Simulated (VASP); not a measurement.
# Mg6O5 (a cell with a defect): single point with PBEsol

System: Mg6O5 (a cell with a defect).

```
Mg O
1.0
     5.59086    0.00000    0.00000
     0.00000    5.59086    0.00000
     0.00000    0.00000    5.59086
Mg O
6 5
Direct
  0.25000 0.00000 0.50000
  0.00000 0.50000 0.25000
  0.50000 0.75000 0.00000
  0.75000 0.00000 0.50000
  0.00000 0.50000 0.75000
  0.50000 0.25000 0.00000
  0.50000 0.00000 0.25000
  0.00000 0.75000 0.50000
  0.87500 0.37480 0.00000
  0.50000 0.00000 0.75000
  0.00000 0.25000 0.50000
```

This cell differs from its parent crystal: atoms taken out, atom 9 moved 0.250 of the way to it and -0.700 Å across, host rigid.

```
Program                : VASP 6.6.1
Task                   : single point
Functional             : PBEsol
Potentials or basis    : VASP PAW PBE potentials, release 64 (Mg, O)
Cutoff                 : 520 eV
k mesh                 : 4 × 4 × 4
Occupations            : gaussian, width 0.05 eV
Spin                   : no spin polarisation
Dipole correction      : no
Further INCAR settings : ALGO = Normal; EDIFF = 1e-07; NBANDS = 32
```

| Item | Value |
| --- | --- |
| Pressure | 3.8 GPa |
| Largest force | 4.835 eV/Å |
| Band gap on the k mesh | 0.80 eV |

Forces on the atoms (eV/Å):
```
Mg  -0.125  0.183  0.000
Mg   1.805  0.635  3.650
Mg  -0.418  0.814  0.000
Mg   0.166  0.442  0.000
Mg   1.805  0.635 -3.650
Mg   1.224 -0.482  0.000
O   -0.007 -0.230 -0.097
O   -0.241 -0.111  0.000
O   -4.512 -1.736  0.000
O   -0.007 -0.230  0.097
O    0.311  0.080  0.000
```

Stress tensor (GPa, compression positive):
```
-0.47  1.94  0.00
 1.94  2.03  0.00
 0.00  0.00  9.95
```

Levels at points of the mesh, in eV from the valence-band top:
```csv
k point,band 19,band 20,band 21,band 22,band 23,band 24
"(0.00, 0.00, 0.00)",-2.33,-2.19,-1.92,2.08,2.93,2.97
"(0.50, 0.00, 0.00)",-2.35,-2.19,-0.50,0.84,2.61,3.84
"(0.00, 0.50, 0.00)",-2.38,-2.32,-0.78,1.40,3.05,3.52
"(0.00, 0.00, 0.50)",-2.70,-2.18,-1.03,0.80,2.70,3.28
"(0.50, 0.50, 0.00)",-2.36,-2.32,-0.25,1.31,2.52,3.33
"(0.00, 0.50, 0.50)",-2.72,-2.69,-0.50,1.73,2.33,3.23
"(0.50, 0.00, 0.50)",-2.63,-2.18,-0.35,1.55,1.66,3.39
"(0.50, 0.50, 0.50)",-2.93,-2.76,0.00,1.99,2.19,2.85
```

It took 120 s on 1 thread of Intel(R) Xeon(R) Platinum 8488C (Sapphire Rapids), on a shared host, peak memory 0.32 GiB.

Caveat: the cell differs from its parent crystal (atoms taken out, atom 9 moved 0.250 of the way to it and -0.700 Å across, host rigid); the PAW data sets were made with another functional, which shifts forces and pressure a little.
